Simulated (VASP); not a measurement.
# Cu (P6_3/mmc) in VASP: further runs

Cu is run at these levels: LDA; tasks: single point.

All numbers are computed with VASP 6.6.1; they aren't measurements. Logs are shortened: lines on timing, memory, paths and dates and some standing lists are left out, and cuts for length are marked.

## Step 1: The cell of the first run

It takes space group P6_3/mmc (No. 194, hexagonal). The conventional cell has a = 2.413 Å, b = 2.413 Å, c = 3.974 Å, α = 90.00°, β = 90.00°, γ = 120.00°. Within 3.2 Å of Cu (site symmetry -6m2) lie 12 Cu at 2.41 to 2.43 Å.

## Step 2: Single point, LDA

INCAR

```
SYSTEM = Cu
PREC = Accurate ; ENCUT = 520
EDIFF = 1E-6 ; ISMEAR = -1
SIGMA = 0.1 ; LREAL = .False.
LASPH = .True. ; NELM = 80
ALGO = Normal ; ISIF = 2
LWAVE = .False. ; LCHARG = .False.
NBANDS = 18
```

KPOINTS

```
regular mesh
0
Gamma
  17 17 10
  0 0 0
```

POSCAR

```
Cu
1.0
    2.4134830542      0.0000000000      0.0000000000
   -1.2067415271      2.0901376365      0.0000000000
    0.0000000000      0.0000000000      3.9736598923
Cu
2
Direct
    0.3333333333      0.6666666667      0.2500000000
    0.6666666667      0.3333333333      0.7500000000
```

Potentials or basis: VASP PAW LDA potentials, release 64 (Cu).

Launch:

```sh
$ cat potpaw_LDA.64/Cu/POTCAR > POTCAR
$ mpirun -np 1 vasp_std > vasp.out
```

OUTCAR:

```text
SYSTEM = Cu
   PREC = Accurate
   ENCUT = 520
   EDIFF = 1E-6
   ISMEAR = -1
   LREAL = .False.
   LASPH = .True.
   NELM = 80
   ISIF = 2

 ion  position               nearest neighbor table
   1  0.333  0.667  0.250-   2 2.43   2 2.43   2 2.43   2 2.43   2 2.43   2 2.43
   2  0.667  0.333  0.750-   1 2.43   1 2.43   1 2.43   1 2.43   1 2.43   1 2.43

  LATTYP: Found a hexagonal cell.
 ALAT       =     2.4134830542
 C/A-ratio  =     1.6464420106

  Lattice vectors:

 A1 = (   2.4134830542,   0.0000000000,   0.0000000000)
 A2 = (  -1.2067415271,   2.0901376365,   0.0000000000)
 A3 = (   0.0000000000,   0.0000000000,   3.9736598923)

Analysis of symmetry for initial positions (statically):
=====================================================================
 Subroutine PRICEL returns:
 Original cell was already a primitive cell.

 Routine SETGRP: Setting up the symmetry group for a
 hexagonal supercell.

 Subroutine GETGRP returns: Found 24 space group operations
 (whereof 12 operations were pure point group operations)
 out of a pool of 24 trial point group operations.

The static configuration has the point symmetry D_3d.
 The point group associated with its full space group is D_6h.

Analysis of symmetry for dynamics (positions and initial velocities):
=====================================================================
 Subroutine PRICEL returns:
 Original cell was already a primitive cell.

 Routine SETGRP: Setting up the symmetry group for a
 hexagonal supercell.

 Subroutine GETGRP returns: Found 24 space group operations
 (whereof 12 operations were pure point group operations)
 out of a pool of 24 trial point group operations.

The dynamic configuration has the point symmetry D_3d.
 The point group associated with its full space group is D_6h.

 Subroutine INISYM returns: Found 24 space group operations
 (whereof 12 operations are pure point group operations),
 and found     1 'primitive' translations

----------------------------------------------------------------------------------------

                                     Primitive cell

  volume of cell :      20.0452

  direct lattice vectors                    reciprocal lattice vectors
     2.413483054  0.000000000  0.000000000     0.414338936  0.239218696  0.000000000
    -1.206741527  2.090137637  0.000000000     0.000000000  0.478437392  0.000000000
     0.000000000  0.000000000  3.973659892     0.000000000  0.000000000  0.251657169

  length of vectors
     2.413483054  2.413483054  3.973659892     0.478437392  0.478437392  0.251657169

  position of ions in fractional coordinates (direct lattice)
     0.333333333  0.666666667  0.250000000
     0.666666667  0.333333333  0.750000000

  ion indices of the primitive-cell ions
   primitive index   ion index
                 1           1
                 2           2

----------------------------------------------------------------------------------------

 KPOINTS: regular mesh

Automatic generation of k-mesh.
 Grid dimensions read from file:
 generate k-points for:   17   17   10

 Generating k-lattice:

  Cartesian coordinates                     Fractional coordinates (reciprocal lattice)
     0.024372879  0.014071688  0.000000000     0.058823529  0.000000000  0.000000000
     0.000000000  0.028143376  0.000000000     0.000000000  0.058823529  0.000000000
     0.000000000  0.000000000  0.025165717     0.000000000  0.000000000  0.100000000

  Length of vectors
     0.028143376  0.028143376  0.025165717

  Shift w.r.t. Gamma in fractional coordinates (k-lattice)
     0.000000000  0.000000000  0.000000000

 Subroutine IBZKPT returns following result:
 ===========================================

 Found    198 irreducible k-points:

 Following reciprocal coordinates:
            Coordinates               Weight
  0.000000  0.000000  0.000000      1.000000
  0.058824 -0.000000  0.000000      6.000000
  0.117647 -0.000000  0.000000      6.000000
  0.176471 -0.000000  0.000000      6.000000
  0.235294 -0.000000  0.000000      6.000000
  0.294118  0.000000  0.000000      6.000000
[... 16 lines left out ...]
  0.411765  0.117647  0.000000     12.000000
  0.176471  0.176471  0.000000      6.000000
 [... further k-points ...]
   k-points           NKPTS =    198   k-points in BZ     NKDIM =    198   number of bands    NBANDS=     18
   number of dos      NEDOS =    301   number of ions     NIONS =      2
   total plane-waves  NPLWV =   9720
   dimension x,y,z NGX =    18 NGY =   18 NGZ =   30
   dimension x,y,z NGXF=    36 NGYF=   36 NGZF=   60
   ions per type =               2
   NGX,Y,Z   is equivalent  to a cutoff of  12.40, 12.40, 12.55 a.u.
   NGXF,Y,Z  is equivalent  to a cutoff of  24.80, 24.80, 25.10 a.u.
 SYSTEM =  Cu
   PREC   = accura    normal or accurate (medium, high low for compatibility)
   ISTART =      0    job   : 0-new  1-cont  2-samecut
   ICHARG =      2    charge: 1-file 2-atom 10-const
   ISPIN  =      1    spin polarized calculation?
   LNONCOLLINEAR =      F non collinear calculations
   LSORBIT =      F    spin-orbit coupling
   LASPH  =      T    aspherical Exc in radial PAW
   ENCUT  =  520.0 eV  38.22 Ry    6.18 a.u.   4.49  4.49  7.39*2*pi/ulx,y,z
   NELM   =     80;   NELMIN=  2; NELMDL= -5     # of ELM steps
   EDIFF  = 0.1E-05   stopping-criterion for ELM
   LREAL  =      F    real-space projection
   EDIFFG = 0.1E-04   stopping-criterion for IOM
   NSW    =      0    number of steps for IOM
   IBRION =     -1    ionic relax: 0-MD 1-quasi-New 2-CG
   NFREE  =      0    steps in history (QN), initial steepest desc. (CG)
   ISIF   =      2    stress and relaxation
   ISYM   =      2    0-nonsym 1-usesym 2-fastsym
   POTIM  = 0.5000    time-step for ionic-motion
   TEBEG  =    0.0;   TEEND  =   0.0 temperature during run
   PSTRESS=    0.0 pullay stress
   NELECT =      22.0000    total number of electrons
   NUPDOWN=      -1.0000    fix difference up-down
   EMIN   =  10.00;   EMAX   =-10.00  energy-range for DOS
   EFERMI =   0.00;   METHOD = LEGACY
   ISMEAR =    -1;   SIGMA  =   0.10  broadening in eV -4-tet -1-fermi 0-gaus
   EFERMI_NEDOS =   21; number of points for ismear=-14 and -15
   IALGO  =     38    algorithm
   IMIX   =      4    mixing-type and parameters
     AMIX     =   0.40;   BMIX     =  1.00
     AMIX_MAG =   1.60;   BMIX_MAG =  1.00
  volume/ion in A,a.u.               =      10.02        67.64
  Fermi-wavevector in a.u.,A,eV,Ry     =   1.688674  3.191131 38.798637  2.851619
  Thomas-Fermi vector in A             =   2.770938
   LORBIT       =      0    0 simple, 1 ext, 2 COOP (PROOUT), +10 PAW based schemes
   GGA     = CA    functional components
   LHFCALC =     F    Hartree Fock is set to
   AEXX    =    0.0000 exact exchange contribution
   IVDW    =     0    specifies the selected vdW correction
   LEPSILON=     F    determine dielectric tensor
   LRPA    =     F    only Hartree local field effects (RPA)
 non-spin polarized calculation
  energy-cutoff  :      520.00
  volume of cell :       20.05
 maximum number of plane-waves:       559
 NGX is ok and might be reduce to    18

 number of electron      22.0000040 magnetization

 Free energy of the ion-electron system (eV)
  ---------------------------------------------------
  ext. energy  EPLUGINS =         0.00000000
  ---------------------------------------------------
  free energy    TOTEN  =        -9.30245385 eV

  energy without entropy =       -9.28648053  energy(sigma->0) =       -9.29446719

 E-fermi :   9.6507     XC(G=0): -14.0910

 val. band max:        9.5901473781   @ k =   0.4706   0.0588   0.2000
 cond. band min:       9.6989544218   @ k =   0.4706   0.0588   0.1000
 fundamental gap:      0.1088070437
 Fermi energy:         9.6507483892

 k-point     1 :       0.0000    0.0000    0.0000
  band No.  band energies     occupation
      1      -1.0844      2.00000
      2       3.4246      2.00000
      3       5.9064      2.00000
      4       6.0163      2.00000
      5       6.0163      2.00000
      6       6.2801      2.00000
[... 10 lines left out ...]
     17      35.1701      0.00000
     18      35.4580      0.00000

 k-point     2 :       0.0588   -0.0000    0.0000
  band No.  band energies     occupation
      1      -0.9573      2.00000
      2       3.5026      2.00000
      3       5.8301      2.00000
      4       6.0691      2.00000
      5       6.0788      2.00000
      6       6.2526      2.00000
[... 10 lines left out ...]
     17      35.2566      0.00000
     18      35.9319      0.00000

 k-point     3 :       0.1176   -0.0000    0.0000
  band No.  band energies     occupation
      1      -0.5811      2.00000
      2       3.7198      2.00000
      3       5.6826      2.00000
      4       6.1314      2.00000
      5       6.2074      2.00000
      6       6.2229      2.00000
[... 10 lines left out ...]
     17      35.1301      0.00000
     18      36.1747      0.00000

 k-point     4 :       0.1765   -0.0000    0.0000
  band No.  band energies     occupation
      1       0.0276      2.00000
      2       4.0172      2.00000
      3       5.5138      2.00000
      4       5.6501      2.00000
      5       6.0333      2.00000
      6       6.4237      2.00000
[... 10 lines left out ...]
     17      32.7256      0.00000
     18      35.6601      0.00000

 k-point     5 :       0.2353   -0.0000    0.0000
  band No.  band energies     occupation
      1       0.8341      2.00000
      2       4.2720      2.00000
      3       5.1803      2.00000
      4       5.3944      2.00000
      5       5.9471      2.00000
      6       6.3167      2.00000
[... 10 lines left out ...]
     17      30.0862      0.00000
     18      33.4271      0.00000

 k-point     6 :       0.2941    0.0000    0.0000
  band No.  band energies     occupation
      1       1.7686      2.00000
      2       4.3390      2.00000
      3       4.8117      2.00000
      4       5.3905      2.00000
      5       5.9647      2.00000
      6       6.1878      2.00000
[... 10 lines left out ...]
     17      28.3197      0.00000
     18      32.1211      0.00000

 k-point     7 :       0.3529   -0.0000    0.0000
  band No.  band energies     occupation
      1       2.6918      2.00000
      2       4.2473      2.00000
      3       4.5418      2.00000
      4       5.4822      2.00000
      5       6.0783      2.00000
      6       6.0983      2.00000
[... 10 lines left out ...]
     17      26.1168      0.00000
     18      31.5197      0.00000

 k-point     8 :       0.4118   -0.0000    0.0000
  band No.  band energies     occupation
      1       3.3877      2.00000
      2       4.1162      2.00000
      3       4.3659      2.00000
      4       5.6886      2.00000
      5       5.9992      2.00000
      6       6.0787      2.00000
[... 10 lines left out ...]
     17      24.4910      0.00000
     18      31.2332      0.00000
[... 229 lines left out ...]
     17      31.6673      0.00000
     18      31.9411      0.00000

 k-point    20 :       0.2353    0.1176    0.0000
  band No.  band energies     occupation
      1       2.0862      2.00000
      2       4.5189      2.00000
      3       4.7808      2.00000
      4       5.1593      2.00000
      5       5.9665      2.00000
      6       6.0024      2.00000
[... 10 lines left out ...]
     17      29.1132      0.00000
     18      31.0460      0.00000

 k-point    21 :       0.2941    0.1176    0.0000
  band No.  band energies     occupation
      1       2.9844      2.00000
      2       4.4155      2.00000
      3       4.5568      2.00000
      4       5.2456      2.00000
      5       5.8878      2.00000
      6       6.1238      2.00000
[... 10 lines left out ...]
     17      26.6463      0.00000
     18      30.3674      0.00000

 k-point    22 :       0.3529    0.1176    0.0000
  band No.  band energies     occupation
      1       3.6476      2.00000
      2       4.2812      2.00000
      3       4.4098      2.00000
      4       5.4305      2.00000
      5       5.8578      2.00000
      6       6.1080      2.00000
[... 10 lines left out ...]
     17      24.4653      0.00000
     18      29.9092      0.00000

 k-point    23 :       0.4118    0.1176    0.0000
  band No.  band energies     occupation
      1       3.9625      2.00000
      2       4.1787      2.00000
      3       4.3374      2.00000
      4       5.6226      2.00000
      5       5.8692      2.00000
      6       6.0067      2.00000
[... 10 lines left out ...]
     17      22.9570      0.00000
     18      29.6782      0.00000

 k-point    24 :       0.1765    0.1765    0.0000
  band No.  band energies     occupation
      1       2.0050      2.00000
      2       4.6441      2.00000
      3       4.8313      2.00000
      4       5.0176      2.00000
      5       5.9282      2.00000
      6       6.0049      2.00000
[... 10 lines left out ...]
     17      29.5020      0.00000
     18      30.5411      0.00000

 [... further k-points ...]
[... 5 lines left out ...]
  --------------------------------------------------------------------------------------
  -------------------------------------------------------------------------------------
  Total        2.5193211      2.5193211      2.5174062     -0.0000000      0.0000000      0.0000000
  in kB      201.3651354    201.3651353    201.2120796     -0.0000000      0.0000000      0.0000000
  external PRESSURE =     201.3141168 kB  Pullay stress =       0.0000000 kB

 VOLUME and BASIS-vectors are now :
 -----------------------------------------------------------------------------
  energy-cutoff  :      520.00
  volume of cell :       20.05
      direct lattice vectors                 reciprocal lattice vectors
     2.413483054  0.000000000  0.000000000     0.414338936  0.239218696  0.000000000
    -1.206741527  2.090137637  0.000000000     0.000000000  0.478437392  0.000000000
     0.000000000  0.000000000  3.973659892     0.000000000  0.000000000  0.251657169

 POSITION                                       TOTAL-FORCE (eV/Angst)
 -----------------------------------------------------------------------------------
     -0.00000      1.39343      0.99341        -0.000000     -0.000000      0.000000
      1.20674      0.69671      2.98024         0.000000      0.000000      0.000000
 -----------------------------------------------------------------------------------
    total drift:                               -0.000000      0.000000     -0.000000

  FREE ENERGIE OF THE ION-ELECTRON SYSTEM (eV)
  ---------------------------------------------------
  free  energy   TOTEN  =        -9.3024538536 eV

  energy  without entropy=       -9.2864805269  energy(sigma->0) =       -9.29446719
```

Run time: 36 s. Hardware: 1 thread of Intel Xeon 6975P-C, shared host; peak memory 0.17 GiB.

What came out:

| Item | Value |
| --- | --- |
| Free energy | -9.3025 eV |
| Pressure | 20.1 GPa |
| Band gap on the k mesh | zero (band 11 reaches 13.75 eV, above the bottom of band 12 at 7.34 eV) |

Levels at points of the mesh, in eV from the Fermi level:
```
           k point  band 9  band 10  band 11  band 12  band 13  band 14
(0.00, 0.00, 0.00)   -2.96    -2.02    -2.02    -1.63     4.44    22.81
(0.00, 0.00, 0.50)   -2.31    -2.31    -2.31    -2.31    13.60    13.60
```

## Step 3: Single point, LDA

INCAR

```
ALGO = Normal
EDIFF = 1E-7
ENCUT = 520
GGA = CA
ISIF = 2
ISMEAR = -1
LASPH = T
LCHARG = F
LREAL = F
LWAVE = F
NBANDS = 18
NELM = 100
PREC = Accurate
SIGMA = 0.1
```

KPOINTS

```
k-points
0
Gamma
  17 17 10
```

POSCAR is that of step 2.

Potentials or basis: VASP PAW LDA potentials, release 64 (Cu).

Launch:

```sh
$ cat potpaw_LDA.64/Cu/POTCAR > POTCAR
$ mpirun -np 1 vasp_std > vasp.out
```

Wall time 42 s (1 thread of Intel Xeon 6975P-C, shared host); peak memory 0.16 GiB.

Results (log left out):

```
Free energy            : -9.3025 eV
Pressure               : 20.2 GPa
Band gap on the k mesh : zero (band 11 reaches 13.75 eV, above the bottom of band 12 at 7.34 eV)
```

Levels at points of the mesh, in eV from the Fermi level:
```tsv
k point	band 7	band 8	band 9	band 10	band 11	band 12	band 13	band 14	band 15	band 16
(0.00, 0.00, 0.00)	-3.37	-2.96	-2.96	-2.02	-2.02	-1.63	4.44	22.81	24.37	24.37
(0.00, 0.00, 0.50)	-3.68	-3.68	-2.31	-2.31	-2.31	-2.31	13.60	13.60	23.54	23.54
```

## Step 4: Single point, LDA

INCAR

```
PREC = Accurate
ENCUT = 520
EDIFF = 1E-6
ISMEAR = -1
SIGMA = 0.1
LREAL = F
LASPH = T
NELM = 60
ALGO = Normal
ISIF = 2
LWAVE = F
LCHARG = T
LELF = T
LVHAR = T
NBANDS = 18
```

KPOINTS

```
Automatic mesh
0
Gamma
  17 17 10
```

POSCAR is that of step 3.

Launch:

```sh
$ cat potpaw_LDA.64/Cu/POTCAR > POTCAR
$ mpirun -np 1 vasp_std > vasp.out
```

Wall time 42 s (1 thread of Intel Xeon 6975P-C, shared host); peak memory 0.17 GiB.

The run converged. Its results:

* Free energy: -9.3025 eV
* Pressure: 20.1 GPa
* Band gap on the k mesh: zero (band 11 reaches 13.75 eV, above the bottom of band 12 at 7.34 eV)

Levels at points of the mesh, in eV from the Fermi level:
| k point | band 9 | band 10 | band 11 | band 12 | band 13 | band 14 |
| --- | --- | --- | --- | --- | --- | --- |
| (0.00, 0.00, 0.00) | -2.96 | -2.02 | -2.02 | -1.63 | 4.44 | 22.81 |
| (0.00, 0.00, 0.50) | -2.31 | -2.31 | -2.31 | -2.31 | 13.60 | 13.60 |
